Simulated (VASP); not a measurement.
Crystal: MgSi4N.

```xyz
6
Lattice="0.0000 3.5111 3.5111 3.5111 0.0000 3.5111 3.5111 3.5111 0.0000" Properties=species:S:1:pos:R:3 pbc="T T T"
Mg    5.2667    5.2667    5.2667
Si    2.7749    2.7749    2.7749
Si    4.2473    4.2473    2.7749
Si    4.2473    2.7749    4.2473
Si    2.7749    4.2473    4.2473
N     0.0000    0.0000    0.0000
```

The cell was built from a structure type or drawn by symmetry, and may not be a known phase.

* Program: VASP 6.6.1
* Task: relaxation of cell and atoms
* Functional: PBE
* Potentials or basis: VASP PAW PBE potentials, release 64 (Mg, Si, N)
* Cutoff: 600 eV
* k mesh: 4 × 4 × 4
* Occupations: gaussian, width 0.1 eV
* Spin: collinear spin, ferromagnetic start
* Starting moments: [0.0, 0.0, 0.0, 0.0, 0.0, 1.0] μB

At the start: pressure 23.4 GPa; volume 14.43 Å³/atom.

**Question.** How do energy, volume and symmetry change on relaxing?

**Answer.** Over 8 steps the energy falls by 752.4 meV/atom and the volume is 14.69 Å³/atom (+1.8 %); space group F-43m (No. 216, to 0.1 Å) before and after; moment 0.91 μB per cell.

The path:
| step | energy change (eV) | largest force (eV/Å) | pressure (GPa) | volume (Å³) |
| --- | --- | --- | --- | --- |
| 1 | 0.0000 | 10.5284 | 23.44 | 86.57 |
| 2 | -1.5043 | 4.1791 | -0.58 | 115.80 |
| 3 | -4.2211 | 0.0117 | -7.76 | 98.94 |
| 4 | -4.2482 | 0.2297 | -7.38 | 98.25 |
| 5 | -4.2639 | 0.6312 | -6.55 | 97.08 |
| 6 | -4.5086 | 0.0121 | -1.35 | 89.54 |
| 7 | -4.5127 | 0.1373 | -0.43 | 88.57 |
| 8 | -4.5146 | 0.0324 | 0.00 | 88.13 |

Final structure:
```
Mg Si N
1.0
     0.00000    3.53214    3.53214
     3.53214    0.00000    3.53214
     3.53214    3.53214    0.00000
Mg Si N
1 4 1
Direct
  0.75000 0.75000 0.75000
  0.37443 0.37443 0.37443
  0.37443 0.37443 0.87670
  0.37443 0.87670 0.37443
  0.87670 0.37443 0.37443
  0.00000 0.00000 0.00000
```

Caveat: the k points lie up to 0.39 Å⁻¹ apart in the final cell.
